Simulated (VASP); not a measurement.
# CdAu2S2 (P4/mmm) in VASP: a series of runs

The runs below take CdAu2S2 through relaxation of cell and atoms, single point, with PBE.

All numbers are computed with VASP 6.6.1; they aren't measurements. Logs are shortened: lines on timing, memory, paths and dates and some standing lists are left out, and cuts for length are marked.

## Step 1: The cell of the first run

It takes space group P4/mmm (No. 123, tetragonal). Conventional cell: a = 5.524 Å, b = 5.524 Å, c = 4.339 Å, α = 90.00°, β = 90.00°, γ = 90.00°. Cd (site symmetry 4/mmm) has 4 S at 2.76 Å and 8 Au at 3.51 Å within 3.6 Å. Within 2.9 Å of S (site symmetry mmm) lie 2 Au at 2.17 Å and 2 Cd at 2.76 Å. Au (site symmetry mmm) has 2 S at 2.17 Å within 2.9 Å.

## Step 2: Relaxation of cell and atoms, PBE

Input file INCAR:

```
PREC     = Accurate       # precision mode
ENCUT    = 600            # plane-wave cutoff, eV
EDIFF    = 1E-7           # SCF threshold, eV
ISMEAR   = 0              # smearing method
SIGMA    = 0.1            # smearing width, eV
LREAL    = F              # projectors in reciprocal space
LASPH    = T              # aspherical terms in the spheres
NELM     = 80             # most SCF steps
ALGO     = Normal         # electronic algorithm
ISIF     = 3              # what is computed and relaxed
LWAVE    = F              # write WAVECAR
LCHARG   = F              # write CHGCAR
GGA      = PE             # functional
IBRION   = 2              # ionic algorithm
NSW      = 90             # ionic steps
EDIFFG   = -0.04          # ionic threshold
```

Input file KPOINTS:

```
Automatic mesh
0
Gamma
  4 4 4
```

Input file POSCAR:

```
CdAu2S2
1.0
    5.5242512300      0.0000000000      0.0000000000
    0.0000000000      5.5242512300      0.0000000000
    0.0000000000      0.0000000000      4.3385157200
Cd S Au
1 2 2
Direct
    0.0000000000      0.0000000000      0.5000000000
    0.0000000000      0.5000000000      0.5000000000
    0.5000000000      0.0000000000      0.5000000000
    0.0000000000      0.5000000000      0.0000000000
    0.5000000000      0.0000000000      0.0000000000
```

Potentials or basis: VASP PAW PBE potentials, release 64 (Cd, S, Au).

Started as:

```bash
> cat potpaw_PBE.64/Cd/POTCAR potpaw_PBE.64/S/POTCAR potpaw_PBE.64/Au/POTCAR > POTCAR
> mpirun -np 1 vasp_std > vasp.out
```

OUTCAR:

```text
PREC = Accurate
   ENCUT = 600
   EDIFF = 1E-7
   ISMEAR = 0
   LREAL = F
   LASPH = T
   NELM = 80
   ISIF = 3
   GGA = PE
   IBRION = 2
   NSW = 90
   EDIFFG = -0.04

 ion  position               nearest neighbor table
   1  0.000  0.000  0.500-   2 2.76   3 2.76   2 2.76   3 2.76   4 3.51   5 3.51   4 3.51   4 3.51
                             4 3.51   5 3.51   5 3.51   5 3.51
   2  0.000  0.500  0.500-   4 2.17   4 2.17   1 2.76   1 2.76
   3  0.500  0.000  0.500-   5 2.17   5 2.17   1 2.76   1 2.76
   4  0.000  0.500  0.000-   2 2.17   2 2.17   1 3.51   1 3.51   1 3.51   1 3.51
   5  0.500  0.000  0.000-   3 2.17   3 2.17   1 3.51   1 3.51   1 3.51   1 3.51

  LATTYP: Found a simple tetragonal cell.
 ALAT       =     5.5242512300
 C/A-ratio  =     0.7853581489

  Lattice vectors:

 A1 = (   5.5242512300,   0.0000000000,   0.0000000000)
 A2 = (   0.0000000000,   5.5242512300,   0.0000000000)
 A3 = (   0.0000000000,   0.0000000000,   4.3385157200)

Analysis of symmetry for initial positions (statically):
=====================================================================
 Subroutine PRICEL returns:
 Original cell was already a primitive cell.

 Routine SETGRP: Setting up the symmetry group for a
 simple tetragonal supercell.

 Subroutine GETGRP returns: Found 16 space group operations
 (whereof 16 operations were pure point group operations)
 out of a pool of 16 trial point group operations.

The static configuration has the point symmetry D_4h.

Analysis of symmetry for dynamics (positions and initial velocities):
=====================================================================
 Subroutine PRICEL returns:
 Original cell was already a primitive cell.

 Routine SETGRP: Setting up the symmetry group for a
 simple tetragonal supercell.

 Subroutine GETGRP returns: Found 16 space group operations
 (whereof 16 operations were pure point group operations)
 out of a pool of 16 trial point group operations.

The dynamic configuration has the point symmetry D_4h.

 Subroutine INISYM returns: Found 16 space group operations
 (whereof 16 operations are pure point group operations),
 and found     1 'primitive' translations

----------------------------------------------------------------------------------------

                                     Primitive cell

  volume of cell :     132.4000

  direct lattice vectors                    reciprocal lattice vectors
     5.524251230  0.000000000  0.000000000     0.181020008  0.000000000  0.000000000
     0.000000000  5.524251230  0.000000000     0.000000000  0.181020008  0.000000000
     0.000000000  0.000000000  4.338515720     0.000000000  0.000000000  0.230493575

  length of vectors
     5.524251230  5.524251230  4.338515720     0.181020008  0.181020008  0.230493575

  position of ions in fractional coordinates (direct lattice)
     0.000000000  0.000000000  0.500000000
     0.000000000  0.500000000  0.500000000
     0.500000000  0.000000000  0.500000000
     0.000000000  0.500000000  0.000000000
     0.500000000  0.000000000  0.000000000

  ion indices of the primitive-cell ions
   primitive index   ion index
                 1           1
                 2           2
                 3           3
                 4           4
                 5           5

----------------------------------------------------------------------------------------

 KPOINTS: Automatic mesh

Automatic generation of k-mesh.
 Grid dimensions read from file:
 generate k-points for:    4    4    4

 Generating k-lattice:

  Cartesian coordinates                     Fractional coordinates (reciprocal lattice)
     0.045255002  0.000000000  0.000000000     0.250000000  0.000000000  0.000000000
     0.000000000  0.045255002  0.000000000     0.000000000  0.250000000  0.000000000
     0.000000000  0.000000000  0.057623394     0.000000000  0.000000000  0.250000000

  Length of vectors
     0.045255002  0.045255002  0.057623394

  Shift w.r.t. Gamma in fractional coordinates (k-lattice)
     0.000000000  0.000000000  0.000000000

 Subroutine IBZKPT returns following result:
 ===========================================

 Found     18 irreducible k-points:

 Following reciprocal coordinates:
            Coordinates               Weight
  0.000000  0.000000  0.000000      1.000000
  0.250000  0.000000  0.000000      4.000000
  0.500000  0.000000  0.000000      2.000000
  0.250000  0.250000  0.000000      4.000000
  0.500000  0.250000  0.000000      4.000000
  0.500000  0.500000  0.000000      1.000000
[... 10 lines left out ...]
  0.500000  0.250000  0.500000      4.000000
  0.500000  0.500000  0.500000      1.000000
   k-points           NKPTS =     18   k-points in BZ     NKDIM =     18   number of bands    NBANDS=     27
   number of dos      NEDOS =    301   number of ions     NIONS =      5
   total plane-waves  NPLWV =  82944
   dimension x,y,z NGX =    48 NGY =   48 NGZ =   36
   dimension x,y,z NGXF=    96 NGYF=   96 NGZF=   72
   ions per type =               1   2   2
   NGX,Y,Z   is equivalent  to a cutoff of  14.45, 14.45, 13.79 a.u.
   NGXF,Y,Z  is equivalent  to a cutoff of  28.89, 28.89, 27.59 a.u.
 SYSTEM =  unknown system
   PREC   = accura    normal or accurate (medium, high low for compatibility)
   ISTART =      0    job   : 0-new  1-cont  2-samecut
   ICHARG =      2    charge: 1-file 2-atom 10-const
   ISPIN  =      1    spin polarized calculation?
   LNONCOLLINEAR =      F non collinear calculations
   LSORBIT =      F    spin-orbit coupling
   LASPH  =      T    aspherical Exc in radial PAW
   ENCUT  =  600.0 eV  44.10 Ry    6.64 a.u.  11.03 11.03  8.67*2*pi/ulx,y,z
   NELM   =     80;   NELMIN=  2; NELMDL= -5     # of ELM steps
   EDIFF  = 0.1E-06   stopping-criterion for ELM
   LREAL  =      F    real-space projection
   EDIFFG = -.4E-01   stopping-criterion for IOM
   NSW    =     90    number of steps for IOM
   IBRION =      2    ionic relax: 0-MD 1-quasi-New 2-CG
   NFREE  =      1    steps in history (QN), initial steepest desc. (CG)
   ISIF   =      3    stress and relaxation
   ISYM   =      2    0-nonsym 1-usesym 2-fastsym
   POTIM  = 0.5000    time-step for ionic-motion
   TEBEG  =    0.0;   TEEND  =   0.0 temperature during run
   PSTRESS=    0.0 pullay stress
   NELECT =      46.0000    total number of electrons
   NUPDOWN=      -1.0000    fix difference up-down
   EMIN   =  10.00;   EMAX   =-10.00  energy-range for DOS
   EFERMI =   0.00;   METHOD = LEGACY
   ISMEAR =     0;   SIGMA  =   0.10  broadening in eV -4-tet -1-fermi 0-gaus
   EFERMI_NEDOS =   21; number of points for ismear=-14 and -15
   IALGO  =     38    algorithm
   IMIX   =      4    mixing-type and parameters
     AMIX     =   0.40;   BMIX     =  1.00
     AMIX_MAG =   1.60;   BMIX_MAG =  1.00
  volume/ion in A,a.u.               =      26.48       178.70
  Fermi-wavevector in a.u.,A,eV,Ry     =   1.150884  2.174855 18.021369  1.324533
  Thomas-Fermi vector in A             =   2.287545
   LORBIT       =      0    0 simple, 1 ext, 2 COOP (PROOUT), +10 PAW based schemes
   GGA     = PE    functional components
   LHFCALC =     F    Hartree Fock is set to
   AEXX    =    0.0000 exact exchange contribution
   IVDW    =     0    specifies the selected vdW correction
   LEPSILON=     F    determine dielectric tensor
   LRPA    =     F    only Hartree local field effects (RPA)
 conjugate gradient relaxation of ions
 non-spin polarized calculation
 Gauss-broadening in eV      SIGMA  =   0.10
  energy-cutoff  :      600.00
  volume of cell :      132.40
 maximum number of plane-waves:      4438
 NGX is ok and might be reduce to    48
   NGX = 23   NGY = 23   NGZ = 17

--------------------------------------- Ionic step        1  -------------------------------------------

 number of electron      45.9999997 magnetization

 Free energy of the ion-electron system (eV)
  ---------------------------------------------------
  ext. energy  EPLUGINS =         0.00000000
  ---------------------------------------------------
  free energy    TOTEN  =       -14.14742818 eV

  energy without entropy =      -14.13714035  energy(sigma->0) =      -14.14228427

------------------------ aborting loop because EDIFF is reached ----------------------------------------

  FORCE on cell =-STRESS in cart. coord.  units (eV):
  Direction    XX          YY          ZZ          XY          YZ          ZX
  --------------------------------------------------------------------------------------
  -------------------------------------------------------------------------------------
  Total       -0.6681027     -0.6681027     17.4093981      0.0000000     -0.0000000      0.0000000
  in kB       -8.0847349     -8.0847349    210.6717595      0.0000000     -0.0000000      0.0000000
  external PRESSURE =      64.8340966 kB  Pullay stress =       0.0000000 kB

 VOLUME and BASIS-vectors are now :
 -----------------------------------------------------------------------------
  energy-cutoff  :      600.00
  volume of cell :      132.40
      direct lattice vectors                 reciprocal lattice vectors
     5.524251230  0.000000000  0.000000000     0.181020008  0.000000000  0.000000000
     0.000000000  5.524251230  0.000000000     0.000000000  0.181020008  0.000000000
     0.000000000  0.000000000  4.338515720     0.000000000  0.000000000  0.230493575
[... 235 lines left out ...]
 POSITION                                       TOTAL-FORCE (eV/Angst)
 -----------------------------------------------------------------------------------
      0.00000      0.00000      2.32221         0.000000     -0.000000      0.000000
      0.00000      2.66382      2.32221         0.000000      0.000000      0.000000
      2.66382      0.00000      2.32221         0.000000     -0.000000      0.000000
      0.00000      2.66382      0.00000         0.000000      0.000000      0.000000
      2.66382      0.00000      0.00000         0.000000     -0.000000      0.000000
 -----------------------------------------------------------------------------------
    total drift:                                0.000000      0.000000      0.000000

  FREE ENERGIE OF THE ION-ELECTRON SYSTEM (eV)
  ---------------------------------------------------
  free  energy   TOTEN  =       -14.7365351592 eV

  energy  without entropy=      -14.7302375245  energy(sigma->0) =      -14.73338634

--------------------------------------- Ionic step        8  -------------------------------------------

 number of electron      45.9999998 magnetization

 Free energy of the ion-electron system (eV)
  ---------------------------------------------------
  ext. energy  EPLUGINS =         0.00000000
  ---------------------------------------------------
  free energy    TOTEN  =       -14.73731059 eV

  energy without entropy =      -14.73053007  energy(sigma->0) =      -14.73392033

 E-fermi :   2.7830     XC(G=0):  -9.1778

 val. band max:        2.7550944532   @ k =   0.0000   0.0000   0.2500
 cond. band min:       2.8339266891   @ k =   0.0000   0.0000   0.5000
 fundamental gap:      0.0788322358
 Fermi energy:         2.7829846305

 k-point     1 :       0.0000    0.0000    0.0000
  band No.  band energies     occupation
      1     -10.9182      2.00000
      2     -10.4637      2.00000
      3      -5.6927      2.00000
      4      -5.6927      2.00000
      5      -5.6816      2.00000
      6      -5.5854      2.00000
[... 19 lines left out ...]
     26       4.7651      0.00000
     27       7.6812      0.00000
[... 530 lines left out ...]
 POSITION                                       TOTAL-FORCE (eV/Angst)
 -----------------------------------------------------------------------------------
      0.00000      0.00000      2.32344         0.000000      0.000000      0.000000
      0.00000      2.65353      2.32344         0.000000     -0.000000      0.000000
      2.65353      0.00000      2.32344         0.000000     -0.000000      0.000000
      0.00000      2.65353      0.00000         0.000000      0.000000      0.000000
      2.65353      0.00000      4.64688         0.000000     -0.000000      0.000000
 -----------------------------------------------------------------------------------
    total drift:                                0.000000      0.000000      0.000000

  FREE ENERGIE OF THE ION-ELECTRON SYSTEM (eV)
  ---------------------------------------------------
  free  energy   TOTEN  =       -14.7373105854 eV

  energy  without entropy=      -14.7305300651  energy(sigma->0) =      -14.73392033

 reached required accuracy - stopping structural energy minimisation
```

Wall time 7.6 min (1 thread of Oxide Virtual Turin-like, shared host); peak memory 0.31 GiB.

What came out:

| Item | Value |
| --- | --- |
| Free energy | -14.7373 eV |
| Relaxed volume | 26.18 Å³/atom |
| Relaxed cell | a = 5.307 Å, b = 5.307 Å, c = 4.647 Å, α = 90.00°, β = 90.00°, γ = 90.00° |
| Space group after relaxing (to 0.05 Å) | P4/mmm (No. 123) |
| Energy gained by relaxing | 118.0 meV/atom |
| Ionic steps | 8 |
| Pressure after relaxing | 0.0 GPa |
| Band gap on the k mesh | zero (band 23 reaches 3.13 eV, above the bottom of band 24 at 2.08 eV) |

The path:
| step | energy change (eV) | largest force (eV/Å) | pressure (GPa) | volume (Å³) |
| --- | --- | --- | --- | --- |
| 1 | 0.0000 | 0.0000 | 6.48 | 132.40 |
| 2 | 0.1385 | 0.0000 | -6.51 | 152.65 |
| 3 | -0.5136 | 0.0000 | -1.89 | 140.93 |
| 4 | -0.5153 | 0.0000 | -1.61 | 140.53 |
| 5 | -0.5154 | 0.0000 | -1.49 | 140.36 |
| 6 | -0.5659 | 0.0000 | -0.92 | 136.13 |
| 7 | -0.5891 | 0.0000 | -0.17 | 131.83 |
| 8 | -0.5899 | 0.0000 | 0.02 | 130.88 |

Final structure:
```
CELL_PARAMETERS angstrom
5.30706 0.00000 0.00000
0.00000 5.30706 0.00000
0.00000 0.00000 4.64688
ATOMIC_POSITIONS crystal
Cd 0.00000 0.00000 0.50000
S 0.00000 0.50000 0.50000
S 0.50000 0.00000 0.50000
Au 0.00000 0.50000 0.00000
Au 0.50000 0.00000 0.00000
```

Caveat: the k points lie up to 0.34 Å⁻¹ apart in the final cell; spin-orbit coupling is left out, which moves the levels of the heavy elements.

## Step 3: Single point, PBE, collinear spin, ferromagnetic start

This run uses another cell than the first one, of 26.06 Å³/atom, 0.984 times its volume.

Input file INCAR:

```
SYSTEM = CdAu2S2
PREC     = Accurate       ! precision mode
ENCUT    = 520            ! plane-wave cutoff, eV
EDIFF    = 1E-7           ! SCF threshold, eV
ISMEAR   = 0              ! smearing method
SIGMA    = 0.1            ! smearing width, eV
LREAL    = .FALSE.        ! projectors in reciprocal space
LASPH    = .TRUE.         ! aspherical terms in the spheres
NELM     = 150            ! most SCF steps
ALGO     = Normal         ! electronic algorithm
ISIF     = 2              ! what is computed and relaxed
LWAVE    = .FALSE.        ! write WAVECAR
LCHARG   = .FALSE.        ! write CHGCAR
ISPIN    = 2              ! spin polarisation
MAGMOM   = 0 0 0 1 1      ! initial moments
LORBIT   = 11             ! projections on sites
LMAXMIX  = 4              ! l up to which the mixer works
GGA      = PE             ! functional
NBANDS   = 35             ! bands
```

Input file KPOINTS:

```
Automatic mesh
0
G
  4 4 4
  0 0 0
```

POSCAR, as its differences from that of step 2:

```diff
@@ -2,5 +2,5 @@
 1.0
-    5.5242512300      0.0000000000      0.0000000000
-    0.0000000000      5.5242512300      0.0000000000
-    0.0000000000      0.0000000000      4.3385157200
+    5.2905698549      0.0000000000      0.0000000000
+    0.0000000000      5.2905698549      0.0000000000
+    0.0000000000      0.0000000000      4.6555340838
 Cd S Au
```

Potentials or basis: VASP PAW PBE potentials, release 64 (Cd, S, Au).

Started as:

```bash
> cat potpaw_PBE.64/Cd/POTCAR potpaw_PBE.64/S/POTCAR potpaw_PBE.64/Au/POTCAR > POTCAR
> mpirun -np 1 vasp_std > vasp.out
```

It took 3.2 min on 1 thread of Oxide Virtual Turin-like, shared host; peak memory 0.31 GiB.

It converged, with:

* Free energy: -14.7368 eV
* Pressure: 0.0 GPa
* Band gap on the k mesh: zero (filled and empty bands overlap)
* Net moment: 0.00 μB per cell
* Valence electrons inside the program's atomic spheres: Cd 10.21; S 3.67; Au 9.63

Stress tensor (GPa, compression positive):
```
 0.15  0.00  0.00
 0.00  0.15  0.00
 0.00  0.00 -0.28
```

Levels at points of the mesh, in eV from the Fermi level:
Spin up:
| k point | band 20 | band 21 | band 22 | band 23 | band 24 | band 25 | band 26 | band 27 |
| --- | --- | --- | --- | --- | --- | --- | --- | --- |
| (0.00, 0.00, 0.00) | -2.68 | -2.60 | -1.50 | -1.50 | -0.73 | 0.45 | 1.99 | 4.90 |
| (0.50, 0.00, 0.00) | -2.93 | -2.60 | -1.92 | -1.78 | 0.09 | 0.10 | 2.96 | 5.25 |
| (0.50, 0.50, 0.00) | -2.74 | -2.74 | -0.85 | -0.83 | 0.53 | 0.53 | 2.60 | 3.96 |
| (0.00, 0.00, 0.50) | -1.45 | -1.07 | -0.42 | 0.05 | 0.05 | 2.87 | 2.87 | 4.82 |
| (0.50, 0.00, 0.50) | -1.83 | -1.36 | -0.37 | -0.17 | 2.36 | 3.07 | 4.32 | 4.40 |
| (0.50, 0.50, 0.50) | -1.86 | -0.76 | -0.48 | 0.36 | 0.51 | 1.88 | 4.86 | 4.86 |
Spin down:
```csv
k point,band 19,band 20,band 21,band 22,band 23,band 24,band 25,band 26,band 27,band 28
"(0.00, 0.00, 0.00)",-2.89,-2.68,-2.60,-1.50,-1.50,-0.73,0.45,1.99,4.90,4.90
"(0.50, 0.00, 0.00)",-3.02,-2.93,-2.60,-1.92,-1.78,0.09,0.10,2.96,5.25,6.01
"(0.50, 0.50, 0.00)",-2.96,-2.74,-2.74,-0.85,-0.83,0.53,0.53,2.60,3.96,4.92
"(0.00, 0.00, 0.50)",-1.45,-1.45,-1.07,-0.42,0.05,0.05,2.87,2.87,4.82,5.85
"(0.50, 0.00, 0.50)",-2.63,-1.83,-1.36,-0.37,-0.17,2.36,3.07,4.32,4.40,4.98
"(0.50, 0.50, 0.50)",-1.86,-1.86,-0.76,-0.48,0.36,0.51,1.88,4.86,4.86,4.97
```

Caveat: spin-orbit coupling is left out, which moves the levels of the heavy elements.
